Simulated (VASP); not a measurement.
# Bi2Se3 (R-3m) in VASP: notebook, part 2 of 2

VASP 6.6.1. The steps go on from the part before.

## 3. Single point, PBEsol+D3(BJ)

This run uses another cell than the first one, of 30.08 Å³/atom.

INCAR reads:

```
SYSTEM = Bi2Se3
PREC = Accurate ; ENCUT = 520
EDIFF = 1E-6 ; ISMEAR = -1
SIGMA = 0.05 ; LREAL = .False.
LASPH = .True. ; NELM = 60
ALGO = Normal ; ISIF = 2
LWAVE = .False. ; LCHARG = .False.
GGA = PS ; IVDW = 12
NBANDS = 32
```

KPOINTS reads:

```
regular mesh
0
Gamma
  6 6 6
  0 0 0
```

POSCAR reads:

```
Bi2Se3
1.0
    2.1121279616      1.2194376445      9.7325442576
   -2.1121279616      1.2194376445      9.7325442576
    0.0000000000     -2.4388752993      9.7325442576
Bi Se
2 3
Direct
    0.4008000000      0.4008000000      0.4008000000
    0.5992000000      0.5992000000      0.5992000000
    0.0000000000      0.0000000000      0.0000000000
    0.2117000000      0.2117000000      0.2117000000
    0.7883000000      0.7883000000      0.7883000000
```

Potentials or basis: VASP PAW PBE potentials, release 64 (Bi_d, Se).

On the command line:

```sh
cat potpaw_PBE.64/Bi_d/POTCAR potpaw_PBE.64/Se/POTCAR > POTCAR
mpirun -np 1 vasp_std > vasp.out
```

OUTCAR:

```text
SYSTEM = Bi2Se3
   PREC = Accurate
   ENCUT = 520
   EDIFF = 1E-6
   ISMEAR = -1
   LREAL = .False.
   LASPH = .True.
   NELM = 60
   ISIF = 2
   GGA = PS
   IVDW = 12
 IVDW          = 12

 ion  position               nearest neighbor table
   1  0.401  0.401  0.401-   5 2.91   5 2.91   5 2.91   3 3.14   3 3.14   3 3.14
   2  0.599  0.599  0.599-   4 2.91   4 2.91   4 2.91   3 3.14   3 3.14   3 3.14
   3  0.000  0.000  0.000-   2 3.14   2 3.14   1 3.14   1 3.14   2 3.14   1 3.14
   4  0.212  0.212  0.212-   2 2.91   2 2.91   2 2.91
   5  0.788  0.788  0.788-   1 2.91   1 2.91   1 2.91

  LATTYP: Found a trigonal (rhomboedric) cell.
 ALAT       =    10.0334705073
 COS(alpha) =     0.9113725832

  Lattice vectors:

 A1 = (   2.1121279616,   1.2194376445,   9.7325442576)
 A2 = (  -2.1121279616,   1.2194376445,   9.7325442576)
 A3 = (   0.0000000000,  -2.4388752993,   9.7325442576)

Analysis of symmetry for initial positions (statically):
=====================================================================
 Subroutine PRICEL returns:
 Original cell was already a primitive cell.

[... 178 lines left out ...]
 cond. band min:       4.3048376440   @ k =   0.0000   0.0000   0.0000
 fundamental gap:      0.1851370096
 Fermi energy:         4.2141595149

 k-point     1 :       0.0000    0.0000    0.0000
  band No.  band energies     occupation
      1     -18.8207      2.00000
      2     -18.8207      2.00000
      3     -18.8196      2.00000
      4     -18.8196      2.00000
      5     -18.8156      2.00000
      6     -18.8136      2.00000
[... 829 lines left out ...]
     31       8.8896      0.00000
     32      10.5849      0.00000

 [... further k-points ...]

------------------------ aborting loop because EDIFF is reached ----------------------------------------

 Edisp (eV)   -1.77261

 E8    (eV) :    -1.1956

  FORCE on cell =-STRESS in cart. coord.  units (eV):
  Direction    XX          YY          ZZ          XY          YZ          ZX
  --------------------------------------------------------------------------------------
  -------------------------------------------------------------------------------------
  Total      -5.10369    -5.10369    -5.01228     0.00000     0.00000     0.00000
  in kB     -54.36730   -54.36730   -53.39349     0.00000     0.00000     0.00000
  external pressure =      -54.04 kB  Pullay stress =        0.00 kB

 VOLUME and BASIS-vectors are now :
 -----------------------------------------------------------------------------
  energy-cutoff  :      520.00
  volume of cell :      150.40
      direct lattice vectors                 reciprocal lattice vectors
     2.112127962  1.219437644  9.732544258     0.236728081  0.136675021  0.034249352
    -2.112127962  1.219437644  9.732544258    -0.236728081  0.136675021  0.034249352
     0.000000000 -2.438875299  9.732544258     0.000000000 -0.273350043  0.034249352

 POSITION                                       TOTAL-FORCE (eV/Angst)
 -----------------------------------------------------------------------------------
      0.00000     -0.00000     11.70241         0.000000      0.000000     -0.018339
      0.00000     -0.00000     17.49522         0.000000     -0.000000      0.018339
      0.00000      0.00000      0.00000         0.000000     -0.000000      0.000000
      0.00000     -0.00000      6.18114         0.000000     -0.000000      0.328060
      0.00000     -0.00000     23.01649         0.000000      0.000000     -0.328060
 -----------------------------------------------------------------------------------
    total drift:                                0.000000      0.000000     -0.000000

  FREE ENERGIE OF THE ION-ELECTRON SYSTEM (eV)
  ---------------------------------------------------
  free  energy   TOTEN  =       -23.7189298647 eV

  energy  without entropy=      -23.7184665433  energy(sigma->0) =      -23.71869820
```

OSZICAR:

```text
N       E                     dE             d eps       ncg     rms          rms(c)
DAV:   1     0.458140404095E+03    0.45814E+03   -0.22754E+04  2048   0.153E+03
DAV:   2     0.323933359447E+02   -0.42575E+03   -0.40841E+03  2088   0.401E+02
DAV:   3    -0.205106060957E+02   -0.52904E+02   -0.50216E+02  2784   0.148E+02
DAV:   4    -0.226868051358E+02   -0.21762E+01   -0.21670E+01  2232   0.308E+01
DAV:   5    -0.227607497077E+02   -0.73945E-01   -0.73929E-01  3000   0.605E+00    0.485E+00
DAV:   6    -0.219470322508E+02    0.81372E+00   -0.10736E+00  2792   0.748E+00    0.292E+00
DAV:   7    -0.219458233941E+02    0.12089E-02   -0.31015E-01  2280   0.240E+00    0.157E+00
DAV:   8    -0.219463828454E+02   -0.55945E-03   -0.40907E-02  2504   0.102E+00    0.505E-01
DAV:   9    -0.219462120245E+02    0.17082E-03   -0.24664E-03  2728   0.402E-01    0.113E-01
DAV:  10    -0.219462851877E+02   -0.73163E-04   -0.68452E-04  2448   0.144E-01    0.548E-02
DAV:  11    -0.219463097214E+02   -0.24534E-04   -0.89057E-05  2392   0.563E-02    0.287E-02
DAV:  12    -0.219463234476E+02   -0.13726E-04   -0.34712E-05  2024   0.297E-02    0.662E-03
DAV:  13    -0.219463235121E+02   -0.64479E-07   -0.20913E-06  2048   0.998E-03
   1 F= -.23718930E+02 E0= -.23718698E+02  d E =-.463321E-03
```

It took 7.6 min on 1 thread of Intel Xeon 6975P-C (Granite Rapids), shared host; peak memory 0.9 GiB.

What came out:

- Free energy: -23.7189 eV
- Pressure: -5.4 GPa
- Largest force: 0.328 eV/Å
- Band gap on the k mesh: 0.19 eV
- Dispersion energy per atom: -0.355 eV

Forces in eV/Å, atoms in the order of the input:
```
Bi   0.000  0.000 -0.018
Bi   0.000  0.000  0.018
Se   0.000  0.000  0.000
Se   0.000  0.000  0.328
Se   0.000  0.000 -0.328
```

Levels at points of the mesh, in eV from the valence-band top:
| k point | band 20 | band 21 | band 22 | band 23 | band 24 | band 25 | band 26 | band 27 | band 28 | band 29 |
| --- | --- | --- | --- | --- | --- | --- | --- | --- | --- | --- |
| (0.00, 0.00, 0.00) | -1.66 | -1.66 | -1.02 | -1.02 | 0.00 | 0.19 | 1.42 | 1.42 | 2.09 | 2.64 |
| (0.50, 0.00, 0.00) | -2.75 | -2.74 | -1.93 | -1.05 | -0.50 | 0.84 | 1.92 | 2.93 | 3.02 | 3.95 |
| (0.50, 0.50, 0.00) | -2.33 | -1.76 | -1.70 | -1.42 | -0.90 | 1.34 | 1.95 | 2.52 | 2.87 | 3.39 |
| (0.50, 0.50, 0.50) | -1.44 | -1.44 | -1.17 | -1.17 | -0.44 | 0.63 | 1.70 | 1.70 | 1.96 | 2.33 |

Caveat: three body term missing; the cell stands under tension; the PAW data sets were made with another functional, which shifts forces and pressure a little; spin-orbit coupling is left out, which moves the levels of the heavy elements.
